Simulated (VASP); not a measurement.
Gd:

```
Gd
1.0
     3.64833    0.00000    0.00000
    -1.82416    3.15954    0.00000
     0.00000    0.00000    5.83273
Gd
2
Direct
  0.33333 0.66667 0.25000
  0.66667 0.33333 0.75000
```

Base run:

| Quantity | Value |
| --- | --- |
| Program | VASP 6.6.1 |
| Functional | PBE |
| Potentials or basis | VASP PAW PBE potentials, release 64 (Gd) |
| Cutoff | 520 eV |
| k mesh | 8 × 8 × 5 |
| Occupations | fermi-dirac, width 0.05 eV |
| Spin | collinear spin, ferromagnetic start |
| Starting moments | [7.372, 7.372] μB |

Its results: pressure 0.1 GPa; net moment 15.25 μB per cell; site moments Gd +6.99 μB.

Problem. The run is repeated on the same cell with these changes: k mesh from 8 × 8 × 5 to 10 × 10 × 6; occupations from fermi-dirac, width 0.05 eV to fermi-dirac, width 0.01 eV. What comes out?

Solution. Pressure -0.3 GPa; net moment 15.39 μB per cell; site moments Gd +7.02 μB.
